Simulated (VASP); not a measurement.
# Ta (Im-3m) in VASP: notebook

The runs below take Ta through single point, with r2SCAN.

Everything below comes from runs of VASP 6.6.1. Logs are shortened: lines on timing, memory, paths and dates and some standing lists are left out, and cuts for length are marked.

## (1) The cell of the first run

It takes space group Im-3m (No. 229, cubic). The conventional cell has a = 3.294 Å, b = 3.294 Å, c = 3.294 Å, α = 90.00°, β = 90.00°, γ = 90.00°. Within 3.8 Å of Ta (site symmetry m-3m) lie 14 Ta at 2.85 to 3.29 Å.

## (2) Single point, r2SCAN

File POSCAR:

```
Ta
1.0
   -1.6469577716      1.6469577716      1.6469577716
    1.6469577716     -1.6469577716      1.6469577716
    1.6469577716      1.6469577716     -1.6469577716
Ta
1
Direct
    0.0000000000      0.0000000000      0.0000000000
```

File INCAR.step1:

```
SYSTEM = Ta
  ALGO = Normal
  EDIFF = 1E-4
  ENCUT = 520
  GGA = PE
  ISMEAR = -1
  LASPH = .TRUE.
  LCHARG = .FALSE.
  LREAL = .FALSE.
  LWAVE = .TRUE.
  NBANDS = 12
  NELM = 100
  PREC = Accurate
  SIGMA = 0.1
```

File INCAR.step2:

```
SYSTEM = Ta
  ALGO = Normal
  EDIFF = 1E-6
  ENCUT = 520
  ISIF = 2
  ISMEAR = -1
  ISTART = 1
  LASPH = .TRUE.
  LCHARG = .TRUE.
  LELF = .TRUE.
  LMIXTAU = .TRUE.
  LREAL = .FALSE.
  LVHAR = .TRUE.
  LWAVE = .FALSE.
  METAGGA = R2SCAN
  NBANDS = 12
  NELM = 100
  PREC = Accurate
  SIGMA = 0.1
```

File KPOINTS:

```
k-points
0
G
  9 9 9
  0 0 0
```

Potentials or basis: VASP PAW PBE potentials, release 64 (Ta_pv).

Started as:

```sh
> cat potpaw_PBE.64/Ta_pv/POTCAR > POTCAR
> cp INCAR.step1 INCAR
> mpirun -np 1 vasp_std > vasp.out
> cp INCAR.step2 INCAR
> mpirun -np 1 vasp_std > vasp.out
```

OUTCAR:

```text
SYSTEM = Ta
   EDIFF = 1E-6
   ENCUT = 520
   ISIF = 2
   ISMEAR = -1
   ISTART = 1
   LASPH = .TRUE.
   LREAL = .FALSE.
   METAGGA = R2SCAN
   NELM = 100
   PREC = Accurate

 ion  position               nearest neighbor table
   1  0.000  0.000  0.000-

  LATTYP: Found a body centered cubic cell.
 ALAT       =     3.2939155432

  Lattice vectors:

 A1 = (  -1.6469577716,   1.6469577716,   1.6469577716)
 A2 = (   1.6469577716,  -1.6469577716,   1.6469577716)
 A3 = (   1.6469577716,   1.6469577716,  -1.6469577716)

Analysis of symmetry for initial positions (statically):
=====================================================================
 Subroutine PRICEL returns:
 Original cell was already a primitive cell.

 Routine SETGRP: Setting up the symmetry group for a
 body centered cubic supercell.

 Subroutine GETGRP returns: Found 48 space group operations
 (whereof 48 operations were pure point group operations)
 out of a pool of 48 trial point group operations.

The static configuration has the point symmetry O_h .

Analysis of symmetry for dynamics (positions and initial velocities):
=====================================================================
 Subroutine PRICEL returns:
 Original cell was already a primitive cell.

 Routine SETGRP: Setting up the symmetry group for a
 body centered cubic supercell.

 Subroutine GETGRP returns: Found 48 space group operations
 (whereof 48 operations were pure point group operations)
 out of a pool of 48 trial point group operations.

The dynamic configuration has the point symmetry O_h .

 Subroutine INISYM returns: Found 48 space group operations
 (whereof 48 operations are pure point group operations),
 and found     1 'primitive' translations

----------------------------------------------------------------------------------------

                                     Primitive cell

  volume of cell :      17.8693

  direct lattice vectors                    reciprocal lattice vectors
    -1.646957772  1.646957772  1.646957772     0.000000000  0.303590055  0.303590055
     1.646957772 -1.646957772  1.646957772     0.303590055  0.000000000  0.303590055
     1.646957772  1.646957772 -1.646957772     0.303590055  0.303590055  0.000000000

  length of vectors
     2.852614538  2.852614538  2.852614538     0.429341173  0.429341173  0.429341173

  position of ions in fractional coordinates (direct lattice)
     0.000000000  0.000000000  0.000000000

  ion indices of the primitive-cell ions
   primitive index   ion index
                 1           1

----------------------------------------------------------------------------------------

 KPOINTS: k-points

Automatic generation of k-mesh.
 Grid dimensions read from file:
 generate k-points for:    9    9    9

 Generating k-lattice:

  Cartesian coordinates                     Fractional coordinates (reciprocal lattice)
     0.000000000  0.033732228  0.033732228     0.111111111  0.000000000  0.000000000
     0.033732228  0.000000000  0.033732228     0.000000000  0.111111111  0.000000000
     0.033732228  0.033732228  0.000000000     0.000000000  0.000000000  0.111111111

  Length of vectors
     0.047704575  0.047704575  0.047704575

  Shift w.r.t. Gamma in fractional coordinates (k-lattice)
     0.000000000  0.000000000  0.000000000

 Subroutine IBZKPT returns following result:
 ===========================================

 Found     35 irreducible k-points:

 Following reciprocal coordinates:
            Coordinates               Weight
  0.000000  0.000000  0.000000      1.000000
  0.111111  0.000000  0.000000     12.000000
  0.222222  0.000000  0.000000     12.000000
  0.333333  0.000000  0.000000     12.000000
  0.444444  0.000000  0.000000     12.000000
  0.111111  0.111111  0.000000     24.000000
[... 16 lines left out ...]
 -0.333333  0.444444  0.111111     48.000000
 -0.444444 -0.444444  0.111111     24.000000
 [... further k-points ...]
   k-points           NKPTS =     35   k-points in BZ     NKDIM =     35   number of bands    NBANDS=     12
   number of dos      NEDOS =    301   number of ions     NIONS =      1
   total plane-waves  NPLWV =  13824
   dimension x,y,z NGX =    24 NGY =   24 NGZ =   24
   dimension x,y,z NGXF=    48 NGYF=   48 NGZF=   48
   ions per type =               1
   NGX,Y,Z   is equivalent  to a cutoff of  13.99, 13.99, 13.99 a.u.
   NGXF,Y,Z  is equivalent  to a cutoff of  27.97, 27.97, 27.97 a.u.
 SYSTEM =  Ta
   PREC   = accura    normal or accurate (medium, high low for compatibility)
   ISTART =      1    job   : 0-new  1-cont  2-samecut
   ICHARG =      0    charge: 1-file 2-atom 10-const
   ISPIN  =      1    spin polarized calculation?
   LNONCOLLINEAR =      F non collinear calculations
   LSORBIT =      F    spin-orbit coupling
   LASPH  =      T    aspherical Exc in radial PAW
   ENCUT  =  520.0 eV  38.22 Ry    6.18 a.u.   5.30  5.30  5.30*2*pi/ulx,y,z
   NELM   =    100;   NELMIN=  2; NELMDL=  0     # of ELM steps
   EDIFF  = 0.1E-05   stopping-criterion for ELM
   LREAL  =      F    real-space projection
   EDIFFG = 0.1E-04   stopping-criterion for IOM
   NSW    =      0    number of steps for IOM
   IBRION =     -1    ionic relax: 0-MD 1-quasi-New 2-CG
   NFREE  =      0    steps in history (QN), initial steepest desc. (CG)
   ISIF   =      2    stress and relaxation
   ISYM   =      2    0-nonsym 1-usesym 2-fastsym
   POTIM  = 0.5000    time-step for ionic-motion
   TEBEG  =    0.0;   TEEND  =   0.0 temperature during run
   PSTRESS=    0.0 pullay stress
   NELECT =      11.0000    total number of electrons
   NUPDOWN=      -1.0000    fix difference up-down
   EMIN   =  10.00;   EMAX   =-10.00  energy-range for DOS
   EFERMI =   0.00;   METHOD = LEGACY
   ISMEAR =    -1;   SIGMA  =   0.10  broadening in eV -4-tet -1-fermi 0-gaus
   EFERMI_NEDOS =   21; number of points for ismear=-14 and -15
   IALGO  =     38    algorithm
   IMIX   =      4    mixing-type and parameters
     AMIX     =   0.40;   BMIX     =  1.00
     AMIX_MAG =   1.60;   BMIX_MAG =  1.00
  volume/ion in A,a.u.               =      17.87       120.59
  Fermi-wavevector in a.u.,A,eV,Ry     =   1.392633  2.631694 26.387492  1.939426
  Thomas-Fermi vector in A             =   2.516357
   LORBIT       =      0    0 simple, 1 ext, 2 COOP (PROOUT), +10 PAW based schemes
   METAGGA = R2SCAN    functional components
   LHFCALC =     F    Hartree Fock is set to
   AEXX    =    0.0000 exact exchange contribution
   IVDW    =     0    specifies the selected vdW correction
   LEPSILON=     F    determine dielectric tensor
   LRPA    =     F    only Hartree local field effects (RPA)
 non-spin polarized calculation
  energy-cutoff  :      520.00
  volume of cell :       17.87
 maximum number of plane-waves:       488
 NGX is ok and might be reduce to    24
   NGX = 11   NGY = 11   NGZ = 11

 number of electron      11.0000002 magnetization

 Free energy of the ion-electron system (eV)
  ---------------------------------------------------
  ext. energy  EPLUGINS =         0.00000000
  ---------------------------------------------------
  free energy    TOTEN  =       -48.58856580 eV

  energy without entropy =      -48.53826086  energy(sigma->0) =      -48.56341333

 E-fermi :   5.4336     XC(G=0): -13.8181

 val. band max:        5.4087113204   @ k =   0.1111   0.1111   0.0000
 cond. band min:       5.4566819710   @ k =   0.2222   0.0000   0.0000
 fundamental gap:      0.0479706507
 Fermi energy:         5.4336044330

 k-point     1 :       0.0000    0.0000    0.0000
  band No.  band energies     occupation
      1     -28.8068      2.00000
      2     -28.8068      2.00000
      3     -28.8068      2.00000
      4      -2.9703      2.00000
      5       6.2289      0.00070
      6       6.2289      0.00070
      7       6.2289      0.00070
      8       9.7432      0.00000
      9       9.7432      0.00000
     10      17.5199      0.00000
     11      21.2053      0.00000
     12      21.2053      0.00000

 k-point     2 :       0.1111    0.0000    0.0000
  band No.  band energies     occupation
      1     -28.9675      2.00000
      2     -28.8557      2.00000
      3     -28.8078      2.00000
      4      -2.4014      2.00000
      5       5.8645      0.02654
      6       6.0789      0.00315
      7       6.7905      0.00000
      8       9.2456      0.00000
      9       9.7470      0.00000
     10      17.5198      0.00000
     11      21.6675      0.00000
     12      22.2052      0.00000

 k-point     3 :       0.2222    0.0000    0.0000
  band No.  band energies     occupation
      1     -29.3582      2.00000
      2     -28.9775      2.00000
      3     -28.8103      2.00000
      4      -0.9561      2.00000
      5       5.0621      1.95245
      6       5.4567      0.88512
      7       8.4014      0.00000
      8       9.0199      0.00000
      9       9.8620      0.00000
     10      17.5196      0.00000
     11      21.7319      0.00000
     12      23.5387      0.00000
[... 286 lines left out ...]
 k-point    23 :      -0.3333    0.4444    0.1111
  band No.  band energies     occupation
      1     -29.8502      2.00000
      2     -29.3417      2.00000
      3     -29.0099      2.00000
      4       1.9690      2.00000
      5       4.0470      2.00000
      6       5.2124      1.80272
      7       8.2084      0.00000
      8      10.7089      0.00000
      9      12.8538      0.00000
     10      17.5147      0.00000
     11      18.6323      0.00000
     12      22.1579      0.00000

 k-point    24 :      -0.4444   -0.4444    0.1111
  band No.  band energies     occupation
      1     -29.9431      2.00000
      2     -29.4066      2.00000
      3     -29.0091      2.00000
      4       2.0502      2.00000
      5       4.6215      1.99941
      6       4.6708      1.99903
      7       8.2438      0.00000
      8      11.6462      0.00000
      9      14.6643      0.00000
     10      16.8445      0.00000
     11      17.5329      0.00000
     12      20.7019      0.00000

 [... further k-points ...]
[... 5 lines left out ...]
  --------------------------------------------------------------------------------------
  -------------------------------------------------------------------------------------
  Total        0.4052916      0.4052916      0.4052916      0.0000000     -0.0000000     -0.0000000
  in kB       36.3388225     36.3388225     36.3388225      0.0000000     -0.0000000     -0.0000000
  external PRESSURE =      36.3388225 kB  Pullay stress =       0.0000000 kB

 VOLUME and BASIS-vectors are now :
 -----------------------------------------------------------------------------
  energy-cutoff  :      520.00
  volume of cell :       17.87
      direct lattice vectors                 reciprocal lattice vectors
    -1.646957772  1.646957772  1.646957772     0.000000000  0.303590055  0.303590055
     1.646957772 -1.646957772  1.646957772     0.303590055  0.000000000  0.303590055
     1.646957772  1.646957772 -1.646957772     0.303590055  0.303590055  0.000000000

 POSITION                                       TOTAL-FORCE (eV/Angst)
 -----------------------------------------------------------------------------------
      0.00000      0.00000      0.00000         0.000000     -0.000000      0.000000
 -----------------------------------------------------------------------------------
    total drift:                                0.000000      0.000000     -0.000000

  FREE ENERGIE OF THE ION-ELECTRON SYSTEM (eV)
  ---------------------------------------------------
  free  energy   TOTEN  =       -48.5885657977 eV

  energy  without entropy=      -48.5382608602  energy(sigma->0) =      -48.56341333
```

Wall time 11 s (1 thread of Intel Xeon 6975P-C (Granite Rapids), shared host); peak memory 0.14 GiB.

What came out:

| Quantity | Value |
| --- | --- |
| Free energy | -48.5886 eV |
| Pressure | 3.6 GPa |

Caveat: the PAW data sets were made with another functional, which shifts forces and pressure a little; spin-orbit coupling is left out, which moves the levels of the heavy elements.

## (3) Single point, r2SCAN

This run uses another cell than the first one, of 18.14 Å³/atom, 1.015 times its volume.

File POSCAR:

```
Ta
1.0
   -1.6552758812      1.6552758812      1.6552758812
    1.6552758812     -1.6552758812      1.6552758812
    1.6552758812      1.6552758812     -1.6552758812
Ta
1
Direct
    0.0000000000      0.0000000000      0.0000000000
```

File INCAR.step1:

```
SYSTEM = Ta
  PREC = Accurate
  ENCUT = 520
  ISMEAR = -1
  SIGMA = 0.1
  LREAL = .FALSE.
  LASPH = .TRUE.
  NELM = 100
  NBANDS = 12
  GGA = PE
  ALGO = Normal
  EDIFF = 1E-4
  LWAVE = .TRUE.
  LCHARG = .FALSE.
```

File INCAR.step2:

```
SYSTEM = Ta
  PREC = Accurate
  ENCUT = 520
  EDIFF = 1E-6
  ISMEAR = -1
  SIGMA = 0.1
  LREAL = .FALSE.
  LASPH = .TRUE.
  NELM = 100
  ALGO = Normal
  ISIF = 2
  LWAVE = .FALSE.
  LCHARG = .FALSE.
  METAGGA = R2SCAN
  LMIXTAU = .TRUE.
  NBANDS = 12
  ISTART = 1
```

File KPOINTS:

```
regular mesh
0
G
  9 9 9
  0 0 0
```

Potentials or basis: VASP PAW PBE potentials, release 64 (Ta_pv).

Started as:

```sh
> cat potpaw_PBE.64/Ta_pv/POTCAR > POTCAR
> cp INCAR.step1 INCAR
> mpirun -np 1 vasp_std > vasp.out
> cp INCAR.step2 INCAR
> mpirun -np 1 vasp_std > vasp.out
```

Wall time 13 s (1 thread of Intel Xeon 6975P-C (Granite Rapids), shared host); peak memory 0.14 GiB.

Results (log left out):

| Item | Value |
| --- | --- |
| Free energy | -48.5922 eV |
| Pressure | 0.6 GPa |

Levels at points of the mesh, in eV from the Fermi level:
| k point | band 3 | band 4 | band 5 | band 6 | band 7 | band 8 |
| --- | --- | --- | --- | --- | --- | --- |
| (0.00, 0.00, 0.00) | -34.30 | -8.34 | 0.80 | 0.80 | 0.80 | 4.26 |

Caveat: the PAW data sets were made with another functional, which shifts forces and pressure a little; spin-orbit coupling is left out, which moves the levels of the heavy elements.

## (4) Single point, r2SCAN

This run uses another cell than the first one, of 18.41 Å³/atom, 1.030 times its volume.

File POSCAR:

```
Ta
1.0
   -1.6635112201      1.6635112201      1.6635112201
    1.6635112201     -1.6635112201      1.6635112201
    1.6635112201      1.6635112201     -1.6635112201
Ta
1
Direct
    0.0000000000      0.0000000000      0.0000000000
```

File INCAR.step1:

```
PREC = Accurate
ENCUT = 520
ISMEAR = -1
SIGMA = 0.1
LREAL = False
LASPH = True
NELM = 60
NBANDS = 12
GGA = PE
ALGO = Normal
EDIFF = 1E-4
LWAVE = True
LCHARG = False
```

File INCAR.step2:

```
PREC = Accurate
ENCUT = 520
EDIFF = 1E-6
ISMEAR = -1
SIGMA = 0.1
LREAL = False
LASPH = True
NELM = 60
ALGO = Normal
ISIF = 2
LWAVE = False
LCHARG = True
METAGGA = R2SCAN
LMIXTAU = True
LELF = True
LVHAR = True
NBANDS = 12
ISTART = 1
```

File KPOINTS:

```
regular mesh
0
Gamma
  9 9 9
```

Started as:

```sh
> cat potpaw_PBE.64/Ta_pv/POTCAR > POTCAR
> cp INCAR.step1 INCAR
> mpirun -np 1 vasp_std > vasp.out
> cp INCAR.step2 INCAR
> mpirun -np 1 vasp_std > vasp.out
```

Wall time 13 s (1 thread of Intel Xeon 6975P-C (Granite Rapids), shared host); peak memory 0.15 GiB.

Results (log left out):

```
Free energy : -48.5907 eV
Pressure    : -2.3 GPa
```

Levels at points of the mesh, in eV from the Fermi level:
```csv
k point,band 2,band 3,band 4,band 5,band 6,band 7,band 8,band 9
"(0.00, 0.00, 0.00)",-34.36,-34.36,-8.28,0.80,0.80,0.80,4.21,4.21
```

Caveat: the PAW data sets were made with another functional, which shifts forces and pressure a little; spin-orbit coupling is left out, which moves the levels of the heavy elements.

## (5) The runs side by side

| cell | gap on the mesh (eV) | pressure (GPa) |
| --- | --- | --- |
| a = 2.853 Å, angles 109.5°, 1 atom | none | 3.6 |
| a = 2.867 Å, angles 109.5°, 1 atom | none | 0.6 |
| a = 2.881 Å, angles 109.5°, 1 atom | none | -2.3 |

Alike in all rows: task single point; level r2SCAN; potentials or basis VASP PAW PBE potentials, release 64 (Ta_pv); no spin polarisation; k mesh 9 × 9 × 9; cutoff (eV) 520; smearing fermi-dirac 0.1 eV.

Caveats: the PAW data sets were made with another functional, which shifts forces and pressure a little; spin-orbit coupling is left out, which moves the levels of the heavy elements.

Total energies depend on the potentials used, so only differences within one code and one set of settings carry meaning.
